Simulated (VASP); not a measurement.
A run of VASP 6.6.1 is set up as follows.

INCAR

```
ALGO = Normal ; EDIFF = 1E-6
ENCUT = 520 ; GGA = PE
ISIF = 2 ; ISMEAR = 0
LASPH = True ; LCHARG = True
LELF = True ; LREAL = False
LVHAR = True ; LWAVE = False
NBANDS = 28 ; NELM = 60
PREC = Accurate ; SIGMA = 0.1
```

Contents of KPOINTS:

```
k-points
0
Gamma
  6 6 4
```

POSCAR

```
InSb5
1.0
    6.1930849204      0.0000000000      0.0000000000
   -3.0965424602      5.3633688688      0.0000000000
    0.0000000000      0.0000000000      9.1478950277
In Sb
1 5
Direct
    0.0000000000      0.0000000000      0.0000000000
    0.5000000000      0.0000000000      0.5000000000
    0.0000000000      0.5000000000      0.5000000000
    0.5000000000      0.5000000000      0.5000000000
    0.0000000000      0.0000000000      0.6609077222
    0.0000000000      0.0000000000      0.3390922778
```

Potentials or basis: VASP PAW PBE potentials, release 64 (In_d, Sb).

The run is started by

```sh
$ cat potpaw_PBE.64/In_d/POTCAR potpaw_PBE.64/Sb/POTCAR > POTCAR
$ mpirun -np 1 vasp_std > vasp.out
```

What does it give for the band gap on the k mesh?

Zero (bands 19 and 20 overlap by 0.42 eV).

What does it give for the pressure?

-0.1 GPa.

Stress tensor (GPa, compression positive):
```
-0.09  0.00  0.00
 0.00 -0.09  0.00
 0.00  0.00  0.01
```

Caveat: semilocal functionals underestimate gaps, so a narrow gap can read as zero; spin-orbit coupling is left out, which moves the levels of the heavy elements.
